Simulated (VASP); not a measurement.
Ni, 2 atoms in the cell. Symmetry: P6_3/mmc, No. 194, hexagonal system. The conventional cell has a = 2.526 Å, b = 2.526 Å, c = 4.156 Å, α = 90.00°, β = 90.00°, γ = 120.00°. Within 3.3 Å of Ni (site symmetry -6m2) lie 12 Ni at 2.53 to 2.54 Å. This isn't the form of Ni at room conditions, which is fcc.

* Program: VASP 6.6.1
* Task: single point
* Functional: BLYP
* Potentials or basis: VASP PAW PBE potentials, release 64 (Ni)
* Cutoff: 520 eV
* k mesh: 14 × 14 × 8
* Occupations: fermi-dirac, width 0.05 eV
* Spin: collinear spin, antiferromagnetic start
* Starting moments: [0.8, -0.8] μB
* Dipole correction: no
* Further INCAR settings: ALGO = Normal; EDIFF = 1e-06; NBANDS = 21

Potentials or basis: VASP PAW PBE potentials, release 64 (Ni).

Run with:

```bash
$ cat potpaw_PBE.64/Ni/POTCAR > POTCAR
$ mpirun -np 1 vasp_std > vasp.out
```

Hardware: 1 thread of Intel Xeon 8259CL, on a shared host.

Task: How long does it take, and how much memory?

Result: Wall time 3.1 min on 1 thread of Intel Xeon 8259CL (shared host), peak memory 0.2 GiB. Counts: scf iterations 15, k points 120.
